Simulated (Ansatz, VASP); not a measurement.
**One calculation of Nb, two programs**

```
CELL_PARAMETERS angstrom
-1.66395 1.66395 1.78875
1.66395 -1.66395 1.78875
1.66395 1.66395 -1.78875
ATOMIC_POSITIONS crystal
Nb 0.00000 0.00000 0.00000
```

Change from the starting cell: strain +0.0750 x Voigt [0, 0, 1, 0, 0, 0], atoms carried along.

Alike in both runs: task single point; functional PBEsol; k mesh 20 × 20 × 20; occupations gaussian, width 0.15 eV; no spin polarisation.

|  | VASP | Ansatz |
| --- | --- | --- |
| version | VASP 6.6.1 | Ansatz 0.2.0 |
| potentials or method | VASP PAW PBE potentials, release 64 (Nb_sv), cutoff 520 eV | scalar-relativistic, plane waves, PAW |
| valence electrons in the cell | 13 | 13 |

```tsv
	VASP	Ansatz	Ansatz less VASP
gap on the k mesh at the Fermi level (eV)	none	none	-
pressure (GPa)	-17.7	-17.5	+0.23
traceless stress, the component that is largest in VASP (GPa)	-4.29	-4.32	-0.023
```

VASP's potentials were made for PBE, not for PBEsol. A gap of «none» marks a metal or a gap that the smearing closes. With one functional, cell and mesh, what is left measures potentials, basis and numerics.
